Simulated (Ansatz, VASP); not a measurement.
One calculation of AlGa5N6, two programs

```
Al Ga N
1.0
     3.42244    0.00000    0.00000
    -1.71122    2.96392    0.00000
     0.00000    0.00000   16.76644
Al Ga N
1 5 6
Direct
  0.00000 0.00000 0.50000
  0.66667 0.33333 0.66667
  0.33333 0.66667 0.83333
  0.00000 0.00000 0.00000
  0.66667 0.33333 0.16667
  0.33333 0.66667 0.33333
  0.00000 0.00000 0.75000
  0.66667 0.33333 0.91667
  0.33333 0.66667 0.08333
  0.00000 0.00000 0.25000
  0.66667 0.33333 0.41667
  0.33333 0.66667 0.58333
```

Alike in both runs: task single point; functional PBE; k mesh 6 × 6 × 1; occupations gaussian, width 0.1 eV; collinear spin.

```csv
,VASP,Ansatz
version,VASP 6.6.1,Ansatz 0.2.0
potentials or method,"VASP PAW PBE potentials, release 64 (Al, Ga_d, N), cutoff 520 eV","scalar-relativistic, plane waves, PAW"
valence electrons in the cell,98,98
```

```tsv
	VASP	Ansatz	Ansatz less VASP
gap on the k mesh at the Fermi level (eV)	none	none	-
rms of the force components (eV/Å)	0.152	0.149	-0.0028
net moment per atom (μB)	0.00	0.00	0.000
```

Atom by atom the forces differ by 0.003 eV/Å (rms over components). A gap of «none» marks a metal or a gap that the smearing closes. Ansatz's warnings: seeded moment not kept.

The k mesh is coarse, so the values compare programs but aren't converged.
